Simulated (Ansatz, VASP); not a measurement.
# One calculation of InSb, two programs

INCAR

```
PREC     = Accurate       # precision mode
ENCUT    = 520            # plane-wave cutoff, eV
EDIFF    = 1E-6           # SCF threshold, eV
ISMEAR   = 0              # smearing method
SIGMA    = 0.15           # smearing width, eV
LREAL    = F              # projectors in reciprocal space
LASPH    = T              # aspherical terms in the spheres
NELM     = 100            # most SCF steps
ALGO     = Normal         # electronic algorithm
ISIF     = 2              # what is computed and relaxed
LWAVE    = F              # write WAVECAR
LCHARG   = T              # write CHGCAR
GGA      = PS             # functional
LELF     = T              # ELF
LVHAR    = T            
NBANDS   = 16             # bands
```

KPOINTS

```
regular mesh
0
Gamma
  14 14 14
```

File POSCAR:

```
InSb
1.0
    0.0000000000      2.9966751750      2.9198373500
    2.9966751750      0.0000000000      2.9198373500
    2.9966751750      2.9966751750      0.0000000000
In Sb
1 1
Direct
    0.0000000000      0.0000000000      0.0000000000
    0.5000000000      0.5000000000      0.5000000000
```

Input for Ansatz:

```yaml
crystal:
  lattice:
    - [0.0, 2.996675175, 2.91983735]
    - [2.996675175, 0.0, 2.91983735]
    - [2.996675175, 2.996675175, 0.0]
  atoms:
    - { symbol: In, position: [0.0, 0.0, 0.0] }
    - { symbol: Sb, position: [0.5, 0.5, 0.5] }
basis:
  ecutwfc: 420
kpoints:
  mp_grid: { grid: [14, 14, 14] }
hamiltonian:
  xc: pbesol
scf:
  occupations: { method: gaussian, width: 0.15 }
output:
  forces: true
  stress: true
  eigenvalues: true
```

Change from the starting cell: strain -0.025 along x and y, -0.050 along z, atoms carried along.

Alike in both runs: task single point; functional PBEsol; k mesh 14 × 14 × 14; occupations gaussian, width 0.15 eV; no spin polarisation.

|  | VASP | Ansatz |
| --- | --- | --- |
| version | VASP 6.6.1 | Ansatz 0.2.0 |
| potentials or method | VASP PAW PBE potentials, release 64 (In_d, Sb), cutoff 520 eV | scalar-relativistic, plane waves, PAW |
| valence electrons in the cell | 18 | 28 |

|  | VASP | Ansatz | Ansatz less VASP |
| --- | --- | --- | --- |
| gap on the k mesh at the Fermi level (eV) | none | none | - |
| pressure (GPa) | 3.2 | 3.0 | -0.11 |
| traceless stress, the component that is largest in VASP (GPa) | 2.10 | 2.09 | -0.009 |

VASP's potentials were made for PBE, not for PBEsol. A gap of «none» marks a metal or a gap that the smearing closes. VASP's potentials hold 18 valence electrons a cell and Ansatz's 28, so a difference there can come from the potentials and not from the codes.

Neither program's run includes spin-orbit coupling.
